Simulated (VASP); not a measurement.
Input of a VASP 6.6.1 run:

The input INCAR:

```
  PREC = Accurate
  ENCUT = 520
  EDIFF = 1E-6
  ISMEAR = 0
  SIGMA = 0.05
  LREAL = F
  LASPH = T
  NELM = 60
  ALGO = Normal
  ISIF = 2
  LWAVE = F
  LCHARG = F
  GGA = CA
  NBANDS = 41
```

The input KPOINTS:

```
Automatic mesh
0
Gamma
  6 6 6
```

The input POSCAR:

```
AlGa3N4
1.0
    4.5595547306     -0.1033646631     -0.1033646631
   -0.1033646631      4.5595547306     -0.1033646631
   -0.1033646631     -0.1033646631      4.5595547306
Al Ga N
1 3 4
Direct
    0.0000000000      0.0000000000      0.0000000000
    0.5000000000      0.5000000000      0.0000000000
    0.5000000000      0.0000000000      0.5000000000
    0.0000000000      0.5000000000      0.5000000000
    0.7548078379      0.7548078379      0.2451921621
    0.7548078379      0.2451921621      0.7548078379
    0.2451921621      0.7548078379      0.7548078379
    0.2451921621      0.2451921621      0.2451921621
```

Potentials or basis: VASP PAW LDA potentials, release 64 (Al, Ga_d, N).

Command:

```sh
$ cat potpaw_LDA.64/Al/POTCAR potpaw_LDA.64/Ga_d/POTCAR potpaw_LDA.64/N/POTCAR > POTCAR
$ mpirun -np 1 vasp_std > vasp.out
```

Problem. Predict the pressure.

Solution. -12.9 GPa.

Problem. Predict the largest force.

Solution. 0.659 eV/Å.

Problem. Estimate the band gap on the k mesh.

Solution. 1.74 eV, direct.

Forces on the atoms (eV/Å):
```
Al  -0.356 -0.356 -0.356
Ga  -0.367 -0.367 -0.318
Ga  -0.367 -0.318 -0.367
Ga  -0.318 -0.367 -0.367
N    0.368  0.368  0.292
N    0.368  0.292  0.368
N    0.292  0.368  0.368
N    0.380  0.380  0.380
```

Expect the measured gap to be larger: semilocal functionals such as LDA lack the derivative discontinuity.
